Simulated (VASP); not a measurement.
Wanted: the native input for a VASP 6.6.1 run.

* Task: single point
* Functional: r2SCAN
* Potentials or basis: VASP PAW PBE potentials, release 64 (Sb)
* Cutoff: 550 eV
* k mesh: 6 × 6 × 6
* Occupations: gaussian, width 0.1 eV
* Spin: no spin polarisation
* Dipole correction: no
* Further INCAR settings: ALGO = Normal; EDIFF = 1e-06; NBANDS = 8

Sb:

```xyz
1
Lattice="0.0000 2.3882 2.3882 2.3882 0.0000 2.3882 2.3882 2.3882 0.0000" Properties=species:S:1:pos:R:3 pbc="T T T"
Sb    0.0000    0.0000    0.0000
```

This isn't the form of Sb at room conditions, which is rhombohedral.

The input as run:

POSCAR

```
Sb
1.0
    0.0000000000      2.3881882233      2.3881882233
    2.3881882233      0.0000000000      2.3881882233
    2.3881882233      2.3881882233      0.0000000000
Sb
1
Direct
    0.0000000000      0.0000000000      0.0000000000
```

INCAR.step1

```
SYSTEM = Sb
  ALGO = Normal
  EDIFF = 1E-5
  ENCUT = 550
  GGA = PE
  GGA_COMPAT = .False.
  ISMEAR = 0
  LASPH = .True.
  LCHARG = .False.
  LREAL = .False.
  LWAVE = .True.
  NBANDS = 8
  NELM = 120
  PREC = Accurate
  SIGMA = 0.1
```

INCAR.step2

```
SYSTEM = Sb
  ALGO = Normal
  EDIFF = 1E-6
  ENCUT = 550
  GGA_COMPAT = .False.
  ISIF = 2
  ISMEAR = 0
  ISTART = 1
  LASPH = .True.
  LCHARG = .False.
  LMIXTAU = .True.
  LREAL = .False.
  LWAVE = .False.
  METAGGA = R2SCAN
  NBANDS = 8
  NELM = 120
  PREC = Accurate
  SIGMA = 0.1
```

KPOINTS

```
k-points
0
Gamma
  6 6 6
  0 0 0
```

Potentials or basis: VASP PAW PBE potentials, release 64 (Sb).

Command:

```bash
$ cat potpaw_PBE.64/Sb/POTCAR > POTCAR
$ cp INCAR.step1 INCAR
$ mpirun -np 1 vasp_std > vasp.out
$ cp INCAR.step2 INCAR
$ mpirun -np 1 vasp_std > vasp.out
```

Results of the run:

```
Pressure               : -0.1 GPa
Band gap on the k mesh : zero (an odd number of electrons rules out a gap without spin polarisation)
```

Caveat: the k points lie up to 0.38 Å⁻¹ apart, too coarse for converged energies and pressures of a metal; the PAW data sets were made with another functional, which shifts forces and pressure a little; spin-orbit coupling is left out, which moves the levels of the heavy elements.

Run time: 12 s on 1 thread of Intel(R) Xeon(R) 6975P-C (Granite Rapids) (shared host), peak memory 0.15 GiB.
